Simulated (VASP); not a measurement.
Set up this calculation in VASP 6.6.1, as the native input.

```
Task                   : single point
Functional             : PBE
Dispersion             : D3(BJ)
Potentials or basis    : VASP PAW PBE potentials, release 64 (C, O)
Cutoff                 : 520 eV
k mesh                 : 6 × 6 × 4
Occupations            : gaussian, width 0.02 eV
Spin                   : no spin polarisation
Dipole correction      : no
Further INCAR settings : ALGO = Normal; EDIFF = 1e-06; NBANDS = 25
```

The structure of CO2 lies in POSCAR:

```
CO2
1.0
    2.7955699067     -2.5133408962      0.0000000000
    2.7955699067      2.5133408962      0.0000000000
    0.0000000000      0.0000000000      6.7430433132
C O
2 4
Direct
    0.0000000000      0.0000000000      0.0000000000
    0.5000000000      0.5000000000      0.5000000000
    0.8132775581      0.1867224419      0.8966187041
    0.1867224419      0.8132775581      0.1033812959
    0.6867224419      0.3132775581      0.3966187041
    0.3132775581      0.6867224419      0.6033812959
```

The input as run:

INCAR

```
ALGO = Normal
EDIFF = 1E-6
ENCUT = 520
GGA = PE
ISIF = 2
ISMEAR = 0
IVDW = 12
LASPH = T
LCHARG = F
LREAL = F
LWAVE = F
NBANDS = 25
NELM = 80
PREC = Accurate
SIGMA = 0.02
```

KPOINTS

```
k-points
0
Gamma
  6 6 4
```

Potentials or basis: VASP PAW PBE potentials, release 64 (C, O).

The run is started by

```bash
$ cat potpaw_PBE.64/C/POTCAR potpaw_PBE.64/O/POTCAR > POTCAR
$ mpirun -np 1 vasp_std > vasp.out
```

It gave:

| Quantity | Value |
| --- | --- |
| Pressure | 1.4 GPa |
| Largest force | 0.633 eV/Å |
| Band gap on the k mesh | 6.51 eV, indirect (least direct gap 6.91 eV) |
| Dispersion energy per atom | -0.064 eV |

Run time: 27 s on 1 thread of Intel(R) Xeon(R) 6975P-C (Granite Rapids), on a shared host, peak memory 0.22 GiB.
